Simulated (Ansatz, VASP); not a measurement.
## One calculation of SiCl, two programs

```
CELL_PARAMETERS angstrom
15.00000 0.00000 0.00000
0.00000 15.50000 0.00000
0.00000 0.00000 16.00000
ATOMIC_POSITIONS crystal
Si 0.48180 0.49905 0.43923
Cl 0.51820 0.50095 0.56077
```

Alike in both runs: task relaxation of the atoms; functional PBE; dispersion D3(BJ); k mesh 1 × 1 × 1; occupations gaussian, width 0.005 eV; collinear spin.

|  | VASP | Ansatz |
| --- | --- | --- |
| version | VASP 6.6.1 | Ansatz 0.2.0 |
| potentials or method | VASP PAW PBE potentials, release 64 (Si, Cl), cutoff 520 eV | scalar-relativistic, plane waves, PAW |
| valence electrons in the cell | 11 | 11 |

|  | VASP | Ansatz | Ansatz less VASP |
| --- | --- | --- | --- |
| gap on the k mesh at the Fermi level, each at its own relaxed structure (eV) | 0.25 | 0.24 | -0.011 |
| net moment per atom (μB) | 0.50 | 0.50 | 0.000 |
| size of the moment on the site where the two differ most (μB) | 0.28 | 0.20 | -0.084 |

Site moments also hang on the region over which each program counts them. Ansatz's warnings: magnetization residual over threshold.
